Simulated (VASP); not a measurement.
Na, 1 atom in the cell. It takes space group I4/mmm (No. 139, tetragonal). Conventional cell: a = 3.777 Å, b = 3.777 Å, c = 5.275 Å, α = 90.00°, β = 90.00°, γ = 90.00°. Na (site symmetry 4/mmm) has 12 Na at 3.75 to 3.78 Å within 4.9 Å. 

| Item | Value |
| --- | --- |
| Program | VASP 6.6.1 |
| Task | single point |
| Functional | PBE |
| Potentials or basis | VASP PAW PBE potentials, release 64 (Na_pv) |
| Cutoff | 500 eV |
| k mesh | 6 × 6 × 6 |
| Occupations | gaussian, width 0.1 eV |
| Spin | no spin polarisation |
| Dipole correction | no |
| Charge | 0.25 |
| Further INCAR settings | ALGO = Normal; EDIFF = 1e-06; NBANDS = 10; NELECT = 6.75 |

Potentials or basis: VASP PAW PBE potentials, release 64 (Na_pv).

Command:

```sh
$ cat potpaw_PBE.64/Na_pv/POTCAR > POTCAR
$ mpirun -np 1 vasp_std > vasp.out
```

Hardware: 1 thread of AMD EPYC 7R43 64-Core Processor (Zen 3), with other jobs on the host.

**Question.** How long does it take, and how much memory?

**Answer.** Wall time 7.7 s on 1 thread of AMD EPYC 7R43 64-Core Processor (Zen 3), on a shared host, peak memory 0.11 GiB. Counts: scf iterations 10, k points 30.
